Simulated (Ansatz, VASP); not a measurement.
**Mg in VASP and in Ansatz**

```xyz
2
Lattice="3.2306 0.0000 0.0000 -1.6153 2.7977 0.0000 0.0000 0.0000 5.2448" Properties=species:S:1:pos:R:3 pbc="T T T"
Mg    1.6153    0.9326    3.9336
Mg    0.0000    1.8652    1.3112
```

Alike in both runs: task single point; functional RPBE; dispersion D3(BJ); k mesh 10 × 10 × 5; occupations fermi-dirac, width 0.05 eV; no spin polarisation.

|  | VASP | Ansatz |
| --- | --- | --- |
| version | VASP 6.6.1 | Ansatz 0.2.0 |
| potentials or method | VASP PAW PBE potentials, release 64 (Mg) | Ansatz PAW |
| plane-wave cutoff (eV) | 520 | 420 |
| valence electrons in the cell | 4 | 20 |

Ansatz gave:

- gap on the k mesh at the Fermi level (eV): none
- pressure (GPa): -13.1
- traceless stress, the component that is largest in VASP (GPa): 0.71

Question: Which values does VASP return?

Answer: gap on the k mesh at the Fermi level (eV): none; pressure (GPa): -13.3; traceless stress, the component that is largest in VASP (GPa): 0.72.

VASP's potentials were made for PBE, not for RPBE. A gap of «none» marks a metal or a gap that the smearing closes. VASP's potentials hold 4 valence electrons a cell and Ansatz's 20, so a difference there can come from the potentials and not from the codes.
